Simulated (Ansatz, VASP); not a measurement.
## Two plane-wave programs on Sn

```xyz
2
Lattice="0.0000 3.3289 3.3289 3.3289 0.0000 3.3289 3.3289 3.3289 0.0000" Properties=species:S:1:pos:R:3 pbc="T T T"
Sn    3.3289    3.3289    3.3289
Sn    4.9934    4.9934    4.9934
```

Alike in both runs: task single point; functional PBE; k mesh 8 × 8 × 8; occupations fermi-dirac, width 0.3 eV; no spin polarisation.

```csv
,VASP,Ansatz
version,VASP 6.6.1,Ansatz 0.2.0
potentials or method,"VASP PAW PBE potentials, release 64 (Sn_d), cutoff 520 eV","plane waves (420 eV) with PAW, scalar-relativistic"
valence electrons in the cell,28,28
```

|  | VASP | Ansatz | Ansatz less VASP |
| --- | --- | --- | --- |
| pressure (GPa) | 0.3 | 0.3 | +0.04 |
